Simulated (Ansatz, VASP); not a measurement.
# MoS2 in VASP and in Ansatz

The input INCAR:

```
PREC = Accurate
ENCUT = 520
EDIFF = 1E-7
ISMEAR = 1
SIGMA = 0.025
LREAL = False
LASPH = True
NELM = 60
ALGO = Normal
ISIF = 2
LWAVE = False
LCHARG = True
GGA = CA
LELF = True
LVHAR = True
NBANDS = 20
```

Contents of KPOINTS:

```
Automatic mesh
0
Gamma
  12 12 12
```

POSCAR

```
MoS2
1.0
    1.5855000000      0.9153888500      6.1149966700
   -1.5855000000      0.9153888500      6.1149966700
    0.0000000000     -1.8307777000      6.1149966700
Mo S
1 2
Direct
    0.0000000000      0.0000000000      0.0000000000
    0.7499999996      0.7499999996      0.7499999996
    0.2499999999      0.2499999999      0.2499999999
```

Input for Ansatz:

```yaml
crystal:
  lattice:
    - [1.5855, 0.91538885, 6.11499667]
    - [-1.5855, 0.91538885, 6.11499667]
    - [0.0, -1.8307777, 6.11499667]
  atoms:
    - { symbol: Mo, position: [0.0, 0.0, 0.0] }
    - { symbol: S, position: [0.749999999591169, 0.749999999591169, 0.749999999591169] }
    - { symbol: S, position: [0.249999999863723, 0.249999999863723, 0.249999999863723] }
basis:
  ecutwfc: 420.0
kpoints:
  mp_grid:
    grid: [12, 12, 12]
hamiltonian:
  xc: lda
  pseudopotentials:
    kind: paw
scf:
  occupations:
    method: methfessel_paxton
    width: 0.025
output:
  stress: true
```

Alike in both runs: task single point; functional LDA; k mesh 12 × 12 × 12; occupations methfessel-paxton of order 1, width 0.025 eV; no spin polarisation.

```csv
,VASP,Ansatz
version,VASP 6.6.1,Ansatz 0.2.0
potentials or method,"VASP PAW LDA potentials, release 64 (Mo_sv, S), cutoff 520 eV","plane waves, PAW"
valence electrons in the cell,26,26
```

```tsv
	VASP	Ansatz	Ansatz less VASP
pressure (GPa)	0.1	0.0	-0.13
traceless stress, the component that is largest in VASP (GPa)	3.18	3.16	-0.019
```

LDA's correlation is that of Perdew and Zunger in VASP and of Perdew and Wang (1992) in Ansatz.
